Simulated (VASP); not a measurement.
Input of a VASP 6.6.1 run:

Contents of INCAR:

```
ALGO = Normal
EDIFF = 1E-7
ENCUT = 520
GGA = PE
ISIF = 2
ISMEAR = -1
LASPH = T
LCHARG = T
LELF = T
LREAL = F
LVHAR = T
LWAVE = F
NBANDS = 16
NELM = 60
PREC = Accurate
SIGMA = 0.1
```

The input KPOINTS:

```
k-points
0
Gamma
  9 9 5
```

POSCAR

```
Ir
1.0
    2.7481510401      0.0000000000      0.0000000000
   -1.3740755201      2.3799686142      0.0000000000
    0.0000000000      0.0000000000      4.4561861747
Ir
2
Direct
    0.3333333333      0.6666666667      0.2500000000
    0.6666666667      0.3333333333      0.7500000000
```

Potentials or basis: VASP PAW PBE potentials, release 64 (Ir).

Launch:

```console
$ cat potpaw_PBE.64/Ir/POTCAR > POTCAR
$ mpirun -np 1 vasp_std > vasp.out
```

(1) What does it give for the pressure?

(2) Estimate the band gap on the k mesh.

## Answers

(1) 0.5 GPa.

(2) zero (band 9 reaches 10.89 eV, above the bottom of band 10 at 7.95 eV).

Caveat: spin-orbit coupling is left out, which moves the levels of the heavy elements.
